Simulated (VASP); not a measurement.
# BaTiO3 (P4mm) in VASP: single point with r2SCAN

Aim: the single point of BaTiO3 with r2SCAN.

Program: VASP 6.6.1. These are calculated values, not measurements. Logs are shortened: lines on timing, memory, paths and dates and some standing lists are left out, and cuts for length are marked.

### 1 The cell of the first run

Symmetry: P4mm, No. 99, tetragonal system. The conventional cell has a = 3.977 Å, b = 3.977 Å, c = 3.995 Å, α = 90.00°, β = 90.00°, γ = 90.00°. Within 3.7 Å of Ba (site symmetry 4mm) lie 12 O at 2.78 to 2.86 Å and 8 Ti at 3.41 to 3.49 Å. Ti (site symmetry 4mm) has 6 O at 1.86 to 2.13 Å within 2.5 Å. O (site symmetry 4mm) has 2 Ti at 1.86 to 2.13 Å within 2.5 Å. Within 2.6 Å of O (site symmetry 2mm) lie 2 Ti at 1.99 Å.

### 2 Single point, r2SCAN

File POSCAR:

```
BaTiO3
1.0
    3.9771020000      0.0000000000      0.0000000000
    0.0000000000      3.9771020000      0.0000000000
    0.0000000000      0.0000000000      3.9951980000
Ba Ti O
1 1 3
Direct
    0.0000000000      0.0000000000      0.0000000000
    0.5000000000      0.5000000000      0.4820000000
    0.5000000000      0.5000000000      0.0160000000
    0.5000000000      0.0000000000      0.5150000000
    0.0000000000      0.5000000000      0.5150000000
```

File INCAR.step1:

```
PREC = Accurate
ENCUT = 910
ISMEAR = -1
SIGMA = 0.0319
LREAL = F
LASPH = T
NELM = 120
NBANDS = 28
GGA = PE
ALGO = Normal
EDIFF = 1E-5
LWAVE = T
LCHARG = F
GGA_COMPAT = F
```

File INCAR.step2:

```
PREC = Accurate
ENCUT = 910
EDIFF = 1E-6
ISMEAR = -1
SIGMA = 0.0319
LREAL = F
LASPH = T
NELM = 120
ALGO = Normal
ISIF = 2
LWAVE = F
LCHARG = F
METAGGA = R2SCAN
LMIXTAU = T
NBANDS = 28
ISTART = 1
GGA_COMPAT = F
```

File KPOINTS:

```
Automatic mesh
0
Gamma
  7 7 7
```

Potentials or basis: VASP PAW PBE potentials, release 64 (Ba_sv, Ti_sv, O_h).

Run with:

```sh
cat potpaw_PBE.64/Ba_sv/POTCAR potpaw_PBE.64/Ti_sv/POTCAR potpaw_PBE.64/O_h/POTCAR > POTCAR
cp INCAR.step1 INCAR
mpirun -np 1 vasp_std > vasp.out
cp INCAR.step2 INCAR
mpirun -np 1 vasp_std > vasp.out
```

OUTCAR:

```text
PREC = Accurate
   ENCUT = 910
   EDIFF = 1E-6
   ISMEAR = -1
   LREAL = F
   LASPH = T
   NELM = 120
   ISIF = 2
   METAGGA = R2SCAN
   ISTART = 1

 ion  position               nearest neighbor table
   1  0.000  0.000  0.000-   4 2.78   5 2.78   5 2.78   4 2.78   3 2.81   3 2.81   3 2.81   3 2.81
                             4 2.86   5 2.86   5 2.86   4 2.86   2 3.41   2 3.41   2 3.41   2 3.41
   2  0.500  0.500  0.482-   3 1.86   4 1.99   5 1.99   4 1.99   5 1.99   3 2.13   1 3.41   1 3.41
                             1 3.41   1 3.41   1 3.49   1 3.49   1 3.49   1 3.49
   3  0.500  0.500  0.016-   2 1.86   2 2.13   1 2.81   1 2.81   1 2.81   1 2.81
   4  0.500  0.000  0.515-   2 1.99   2 1.99   1 2.78   1 2.78   1 2.86   1 2.86
   5  0.000  0.500  0.515-   2 1.99   2 1.99   1 2.78   1 2.78   1 2.86   1 2.86

  LATTYP: Found a simple tetragonal cell.
 ALAT       =     3.9771020000
 C/A-ratio  =     1.0045500467

  Lattice vectors:

 A1 = (   3.9771020000,   0.0000000000,   0.0000000000)
 A2 = (   0.0000000000,   3.9771020000,   0.0000000000)
 A3 = (   0.0000000000,   0.0000000000,   3.9951980000)

Analysis of symmetry for initial positions (statically):
=====================================================================
 Subroutine PRICEL returns:
 Original cell was already a primitive cell.

 Routine SETGRP: Setting up the symmetry group for a
 simple tetragonal supercell.

 Subroutine GETGRP returns: Found  8 space group operations
 (whereof  8 operations were pure point group operations)
 out of a pool of 16 trial point group operations.

The static configuration has the point symmetry C_4v.

Analysis of symmetry for dynamics (positions and initial velocities):
=====================================================================
 Subroutine PRICEL returns:
 Original cell was already a primitive cell.

 Routine SETGRP: Setting up the symmetry group for a
 simple tetragonal supercell.

 Subroutine GETGRP returns: Found  8 space group operations
 (whereof  8 operations were pure point group operations)
 out of a pool of 16 trial point group operations.

The dynamic configuration has the point symmetry C_4v.

 Subroutine INISYM returns: Found  8 space group operations
 (whereof  8 operations are pure point group operations),
 and found     1 'primitive' translations

----------------------------------------------------------------------------------------

                                     Primitive cell

  volume of cell :      63.1934

  direct lattice vectors                    reciprocal lattice vectors
     3.977102000  0.000000000  0.000000000     0.251439365  0.000000000  0.000000000
     0.000000000  3.977102000  0.000000000     0.000000000  0.251439365  0.000000000
     0.000000000  0.000000000  3.995198000     0.000000000  0.000000000  0.250300486

  length of vectors
     3.977102000  3.977102000  3.995198000     0.251439365  0.251439365  0.250300486

  position of ions in fractional coordinates (direct lattice)
     0.000000000  0.000000000  0.000000000
     0.500000000  0.500000000  0.482000000
     0.500000000  0.500000000  0.016000000
     0.500000000  0.000000000  0.515000000
     0.000000000  0.500000000  0.515000000

  ion indices of the primitive-cell ions
   primitive index   ion index
                 1           1
                 2           2
                 3           3
                 4           4
                 5           5

----------------------------------------------------------------------------------------

 KPOINTS: Automatic mesh

Automatic generation of k-mesh.
 Grid dimensions read from file:
 generate k-points for:    7    7    7

 Generating k-lattice:

  Cartesian coordinates                     Fractional coordinates (reciprocal lattice)
     0.035919909  0.000000000  0.000000000     0.142857143  0.000000000  0.000000000
     0.000000000  0.035919909  0.000000000     0.000000000  0.142857143  0.000000000
     0.000000000  0.000000000  0.035757212     0.000000000  0.000000000  0.142857143

  Length of vectors
     0.035919909  0.035919909  0.035757212

  Shift w.r.t. Gamma in fractional coordinates (k-lattice)
     0.000000000  0.000000000  0.000000000

 Subroutine IBZKPT returns following result:
 ===========================================

 Found     40 irreducible k-points:

 Following reciprocal coordinates:
            Coordinates               Weight
  0.000000  0.000000  0.000000      1.000000
  0.142857  0.000000  0.000000      4.000000
  0.285714  0.000000  0.000000      4.000000
  0.428571  0.000000  0.000000      4.000000
  0.142857  0.142857  0.000000      4.000000
  0.285714  0.142857  0.000000      8.000000
[... 16 lines left out ...]
  0.285714  0.000000  0.285714      8.000000
  0.428571  0.000000  0.285714      8.000000
 [... further k-points ...]
   k-points           NKPTS =     40   k-points in BZ     NKDIM =     40   number of bands    NBANDS=     28
   number of dos      NEDOS =    301   number of ions     NIONS =      5
   total plane-waves  NPLWV =  64000
   dimension x,y,z NGX =    40 NGY =   40 NGZ =   40
   dimension x,y,z NGXF=    80 NGYF=   80 NGZF=   80
   ions per type =               1   1   3
   NGX,Y,Z   is equivalent  to a cutoff of  16.72, 16.72, 16.64 a.u.
   NGXF,Y,Z  is equivalent  to a cutoff of  33.44, 33.44, 33.29 a.u.
 SYSTEM =  unknown system
   PREC   = accura    normal or accurate (medium, high low for compatibility)
   ISTART =      1    job   : 0-new  1-cont  2-samecut
   ICHARG =      0    charge: 1-file 2-atom 10-const
   ISPIN  =      1    spin polarized calculation?
   LNONCOLLINEAR =      F non collinear calculations
   LSORBIT =      F    spin-orbit coupling
   LASPH  =      T    aspherical Exc in radial PAW
   ENCUT  =  910.0 eV  66.88 Ry    8.18 a.u.   9.78  9.78  9.83*2*pi/ulx,y,z
   NELM   =    120;   NELMIN=  2; NELMDL=  0     # of ELM steps
   EDIFF  = 0.1E-05   stopping-criterion for ELM
   LREAL  =      F    real-space projection
   EDIFFG = 0.1E-04   stopping-criterion for IOM
   NSW    =      0    number of steps for IOM
   IBRION =     -1    ionic relax: 0-MD 1-quasi-New 2-CG
   NFREE  =      0    steps in history (QN), initial steepest desc. (CG)
   ISIF   =      2    stress and relaxation
   ISYM   =      2    0-nonsym 1-usesym 2-fastsym
   POTIM  = 0.5000    time-step for ionic-motion
   TEBEG  =    0.0;   TEEND  =   0.0 temperature during run
   PSTRESS=    0.0 pullay stress
   NELECT =      40.0000    total number of electrons
   NUPDOWN=      -1.0000    fix difference up-down
   EMIN   =  10.00;   EMAX   =-10.00  energy-range for DOS
   EFERMI =   0.00;   METHOD = LEGACY
   ISMEAR =    -1;   SIGMA  =   0.03  broadening in eV -4-tet -1-fermi 0-gaus
   EFERMI_NEDOS =   21; number of points for ismear=-14 and -15
   IALGO  =     38    algorithm
   IMIX   =      4    mixing-type and parameters
     AMIX     =   0.40;   BMIX     =  1.00
     AMIX_MAG =   1.60;   BMIX_MAG =  1.00
  volume/ion in A,a.u.               =      12.64        85.29
  Fermi-wavevector in a.u.,A,eV,Ry     =   1.405630  2.656255 26.882319  1.975795
  Thomas-Fermi vector in A             =   2.528071
   LORBIT       =      0    0 simple, 1 ext, 2 COOP (PROOUT), +10 PAW based schemes
   METAGGA = R2SCAN    functional components
   LHFCALC =     F    Hartree Fock is set to
   AEXX    =    0.0000 exact exchange contribution
   IVDW    =     0    specifies the selected vdW correction
   LEPSILON=     F    determine dielectric tensor
   LRPA    =     F    only Hartree local field effects (RPA)
 non-spin polarized calculation
  energy-cutoff  :      910.00
  volume of cell :       63.19
 maximum number of plane-waves:      3952
 NGX is ok and might be reduce to    40
   NGX = 19   NGY = 19   NGZ = 19

 number of electron      40.0000008 magnetization

 Free energy of the ion-electron system (eV)
  ---------------------------------------------------
  ext. energy  EPLUGINS =         0.00000000
  ---------------------------------------------------
  free energy    TOTEN  =       -74.25633714 eV

  energy without entropy =      -74.25633714  energy(sigma->0) =      -74.25633714

 E-fermi :   4.8510     XC(G=0): -12.0004

 val. band max:        3.9501312032   @ k =   0.4286   0.4286   0.4286
 cond. band min:       6.2718650200   @ k =   0.0000   0.0000   0.0000
 fundamental gap:      2.3217338168
 Fermi energy:         4.8509908053

 k-point     1 :       0.0000    0.0000    0.0000
  band No.  band energies     occupation
      1     -54.6890      2.00000
      2     -29.9056      2.00000
      3     -29.8558      2.00000
      4     -29.8558      2.00000
      5     -21.4461      2.00000
      6     -13.8917      2.00000
[... 20 lines left out ...]
     27       9.6614      0.00000
     28      12.4549      0.00000

 k-point     2 :       0.1429    0.0000    0.0000
  band No.  band energies     occupation
      1     -54.6887      2.00000
      2     -29.9052      2.00000
      3     -29.8678      2.00000
      4     -29.8554      2.00000
      5     -21.4200      2.00000
      6     -13.9152      2.00000
[... 20 lines left out ...]
     27      10.0559      0.00000
     28      12.9393      0.00000

 k-point     3 :       0.2857    0.0000    0.0000
  band No.  band energies     occupation
      1     -54.6882      2.00000
      2     -29.9042      2.00000
      3     -29.8945      2.00000
      4     -29.8545      2.00000
      5     -21.3603      2.00000
      6     -14.0277      2.00000
[... 20 lines left out ...]
     27      11.0911      0.00000
     28      13.0939      0.00000

 k-point     4 :       0.4286    0.0000    0.0000
  band No.  band energies     occupation
      1     -54.6878      2.00000
      2     -29.9159      2.00000
      3     -29.9034      2.00000
      4     -29.8537      2.00000
      5     -21.3111      2.00000
      6     -14.1481      2.00000
[... 20 lines left out ...]
     27      12.1603      0.00000
     28      12.9924      0.00000

 k-point     5 :       0.1429    0.1429    0.0000
  band No.  band energies     occupation
      1     -54.6885      2.00000
      2     -29.9047      2.00000
      3     -29.8676      2.00000
      4     -29.8671      2.00000
      5     -21.3957      2.00000
      6     -13.9136      2.00000
[... 20 lines left out ...]
     27      10.3978      0.00000
     28      13.0999      0.00000

 k-point     6 :       0.2857    0.1429    0.0000
  band No.  band energies     occupation
      1     -54.6880      2.00000
      2     -29.9038      2.00000
      3     -29.8939      2.00000
      4     -29.8663      2.00000
      5     -21.3400      2.00000
      6     -13.9737      2.00000
[... 463 lines left out ...]
      5     -21.3633      2.00000
      6     -13.9736      2.00000
[... 20 lines left out ...]
     27      11.1052      0.00000
     28      13.0852      0.00000

 k-point    22 :       0.1429    0.0000    0.2857
  band No.  band energies     occupation
      1     -54.6880      2.00000
      2     -29.9424      2.00000
      3     -29.8663      2.00000
      4     -29.8541      2.00000
      5     -21.3429      2.00000
      6     -13.9140      2.00000
[... 20 lines left out ...]
     27      11.4838      0.00000
     28      13.3658      0.00000

 k-point    23 :       0.2857    0.0000    0.2857
  band No.  band energies     occupation
      1     -54.6875      2.00000
      2     -29.9410      2.00000
      3     -29.8927      2.00000
      4     -29.8532      2.00000
      5     -21.2965      2.00000
      6     -13.8265      2.00000
[... 20 lines left out ...]
     27      12.5157      0.00000
     28      13.4357      0.00000

 k-point    24 :       0.4286    0.0000    0.2857
  band No.  band energies     occupation
      1     -54.6871      2.00000
      2     -29.9398      2.00000
      3     -29.9137      2.00000
      4     -29.8525      2.00000
      5     -21.2585      2.00000
      6     -13.8211      2.00000
[... 20 lines left out ...]
     27      13.2518      0.00000
     28      13.6625      0.00000

 [... further k-points ...]

------------------------ aborting loop because EDIFF is reached ----------------------------------------

  FORCE on cell =-STRESS in cart. coord.  units (eV):
  Direction    XX          YY          ZZ          XY          YZ          ZX
  --------------------------------------------------------------------------------------
  -------------------------------------------------------------------------------------
  Total        1.5154771      1.5154771      2.1597430      0.0000000     -0.0000000      0.0000000
  in kB       38.4227276     38.4227276     54.7571582      0.0000000     -0.0000000      0.0000000
  external PRESSURE =      43.8675378 kB  Pullay stress =       0.0000000 kB

 VOLUME and BASIS-vectors are now :
 -----------------------------------------------------------------------------
  energy-cutoff  :      910.00
  volume of cell :       63.19
      direct lattice vectors                 reciprocal lattice vectors
     3.977102000  0.000000000  0.000000000     0.251439365  0.000000000  0.000000000
     0.000000000  3.977102000  0.000000000     0.000000000  0.251439365  0.000000000
     0.000000000  0.000000000  3.995198000     0.000000000  0.000000000  0.250300486

 POSITION                                       TOTAL-FORCE (eV/Angst)
 -----------------------------------------------------------------------------------
      0.00000      0.00000      0.00000         0.000000     -0.000000     -0.052502
      1.98855      1.98855      1.92569        -0.000000      0.000000      0.203066
      1.98855      1.98855      0.06392        -0.000000      0.000000      0.230245
      1.98855      0.00000      2.05753        -0.000000     -0.000000     -0.190405
      0.00000      1.98855      2.05753        -0.000000     -0.000000     -0.190405
 -----------------------------------------------------------------------------------
    total drift:                                0.000000      0.000000     -0.010353

  FREE ENERGIE OF THE ION-ELECTRON SYSTEM (eV)
  ---------------------------------------------------
  free  energy   TOTEN  =       -74.2563371365 eV

  energy  without entropy=      -74.2563371365  energy(sigma->0) =      -74.25633714
```

It took 4.5 min on 1 thread of Intel Xeon 6975P-C (Granite Rapids), shared host; peak memory 0.37 GiB.

What came out:

| Property | Result |
| --- | --- |
| Free energy | -74.2563 eV |
| Pressure | 4.4 GPa |
| Largest force | 0.230 eV/Å |
| Band gap on the k mesh | 2.32 eV (least direct gap 2.54 eV) |

Forces on the atoms (eV/Å):
```
Ba   0.000  0.000 -0.053
Ti   0.000  0.000  0.203
O    0.000  0.000  0.230
O    0.000  0.000 -0.190
O    0.000  0.000 -0.190
```

Levels at points of the mesh, in eV from the valence-band top:
```
           k point  band 16  band 17  band 18  band 19  band 20  band 21  band 22  band 23  band 24  band 25
(0.00, 0.00, 0.00)    -1.25    -1.11    -0.26    -0.22    -0.22     2.32     2.61     2.61     4.50     4.65
```

Caveat: the cutoff is under 1.25 times the usual one of these potentials, so pressure, stress and relaxed cells hold a basis-set (Pulay) error; the cell stands under pressure; the PAW data sets were made with another functional, which shifts forces and pressure a little; spin-orbit coupling is left out, which moves the levels of the heavy elements; an odd mesh through Γ misses points on the zone boundary, where band edges can lie. r2SCAN opens gaps a little over a GGA but as a rule still falls short of measured ones.
